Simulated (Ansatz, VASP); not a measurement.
## Mg4Au: VASP beside Ansatz

```
CELL_PARAMETERS angstrom
2.28787 -5.38156 0.00000
2.28787 5.38156 0.00000
0.00000 0.00000 4.59990
ATOMIC_POSITIONS crystal
Mg 0.85670 0.14330 0.50000
Mg 0.35460 0.64540 0.00000
Mg 0.64540 0.35460 0.00000
Mg 0.14330 0.85670 0.50000
Au 0.00000 0.00000 0.00000
```

Alike in both runs: functional PBE; k mesh 10 × 10 × 8; occupations gaussian, width 0.1 eV; no spin polarisation.

Ansatz relaxed the structure, and its values are those at the end. VASP's run is a single point on that final structure, the one shown.

```csv
,VASP,Ansatz
version,VASP 6.6.1,Ansatz 0.2.0
potentials or method,"VASP PAW PBE potentials, release 64 (Mg, Au), cutoff 520 eV","scalar-relativistic, plane waves, PAW"
valence electrons in the cell,19,59
```

VASP gave:

* gap on the k mesh at the Fermi level (eV): none
* pressure (GPa): -0.2
* rms of the force components (eV/Å): 0.003

What did Ansatz give for the same quantities?

gap on the k mesh at the Fermi level (eV): none; pressure (GPa): 0.0; rms of the force components (eV/Å): 0.004.

A gap of «none» marks a metal or a gap that the smearing closes. The functional is the same, so the differences come from potentials, cutoffs and numerics. VASP's potentials hold 19 valence electrons a cell and Ansatz's 59, so a difference there can come from the potentials and not from the codes.

Spin-orbit coupling is off throughout.
